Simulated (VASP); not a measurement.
Write the native input for VASP 6.6.1 that does the following.

* Task: single point
* Functional: PBEsol
* Potentials or basis: VASP PAW PBE potentials, release 64 (Ge_d)
* Cutoff: 520 eV
* k mesh: 12 × 12 × 16
* Occupations: gaussian, width 0.1 eV
* Spin: no spin polarisation
* Dipole correction: no
* Further INCAR settings: ALGO = Normal; EDIFF = 1e-06; NBANDS = 28

The structure of Ge lies in POSCAR:

```
Ge
1.0
    4.7912782100      0.0000000000      0.0000000000
   -2.3956391050      4.1493686465      0.0000000000
    0.0000000000      0.0000000000      2.7722498725
Ge
3
Direct
    0.0000000000      0.0000000000      0.0000000000
    0.3333333333      0.6666666667      0.5000000000
    0.6666666667      0.3333333333      0.5000000000
```

This isn't the form of Ge at room conditions, which is diamond.

These files were run (other wordings do the same):

INCAR

```
PREC = Accurate
ENCUT = 520
EDIFF = 1E-6
ISMEAR = 0
SIGMA = 0.1
LREAL = False
LASPH = True
NELM = 100
ALGO = Normal
ISIF = 2
LWAVE = False
LCHARG = False
GGA = PS
NBANDS = 28
```

KPOINTS

```
regular mesh
0
Gamma
  12 12 16
```

Potentials or basis: VASP PAW PBE potentials, release 64 (Ge_d).

Run with:

```sh
$ cat potpaw_PBE.64/Ge_d/POTCAR > POTCAR
$ mpirun -np 1 vasp_std > vasp.out
```

It gave:

```json
{
  "Pressure": "0.0 GPa",
  "Band gap on the k mesh": "zero (bands 21 and 22 overlap by 5.37 eV)"
}
```

Caveat: the PAW data sets were made with another functional, which shifts forces and pressure a little.

Run time: 120 s on 1 thread of Intel(R) Xeon(R) Platinum 8259CL CPU @ 2.50GHz (Skylake/Cascade Lake), on a shared host, peak memory 0.31 GiB.
